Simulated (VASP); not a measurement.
## K2ICl4: single point with PBE

K2ICl4:

```xyz
7
Lattice="7.6646 -0.0682 0.0248 -0.0682 7.5345 0.0516 0.0144 0.0300 4.3666" Properties=species:S:1:pos:R:3 pbc="T T T"
Cl    1.8534    1.6321    0.0387
Cl    5.7147    1.8838    0.1915
Cl    5.8315    5.7567    4.2174
Cl    1.8982    5.6500    0.2067
I     7.3866    7.3280    4.3967
K     3.7422    7.4384    2.5356
K     7.5687    3.7578    2.3727
```

```yaml
Program: VASP 6.6.1
Task: single point
Functional: PBE
Potentials_or_basis: VASP PAW PBE potentials, release 64 (Cl, I, K_sv)
Cutoff: 520 eV
k_mesh: 2 × 2 × 3
Occupations: fermi-dirac, width 0.05 eV
Spin: no spin polarisation
Dipole_correction: no
Further_INCAR_settings: ALGO = Normal; EDIFF = 1e-07; NBANDS = 36; ISYM = 0
```

```yaml
Pressure: 2.6 GPa
Largest_force: 4.614 eV/Å
```

Forces on the atoms (eV/Å):
```
Cl  -0.399 -0.038  0.049
Cl  -0.705  0.896  0.067
Cl  -3.034 -3.023 -0.155
Cl   0.669 -0.774  0.066
I    3.521  2.977  0.188
K   -0.348  0.278 -0.155
K    0.297 -0.317 -0.059
```

Stress tensor (GPa, compression positive):
```
 3.78  0.16  0.32
 0.16  4.40  0.39
 0.32  0.39 -0.40
```

Levels at points of the mesh, in eV from the Fermi level:
```csv
k point,band 24,band 25,band 26,band 27,band 28,band 29,band 30,band 31
"(0.00, 0.00, 0.00)",-2.40,-2.19,-1.65,-0.10,1.34,2.50,3.94,4.65
"(0.50, 0.00, 0.00)",-2.42,-2.21,-1.63,-0.09,1.41,3.01,3.97,4.44
"(0.00, 0.50, 0.00)",-2.45,-2.43,-1.63,-0.10,1.43,3.06,3.91,4.55
"(0.50, 0.50, 0.00)",-2.48,-2.36,-1.61,0.16,1.52,3.35,4.05,4.26
```

It took 82 s on 1 thread of Intel(R) Xeon(R) Platinum 8259CL CPU @ 2.50GHz (Skylake/Cascade Lake), with other jobs on the host, peak memory 0.34 GiB.

Caveat: the k points lie up to 0.48 Å⁻¹ apart; spin-orbit coupling is left out, which moves the levels of the heavy elements; an odd number of electrons without spin polarisation forces a metal; a magnetic or distorted state may lie lower.
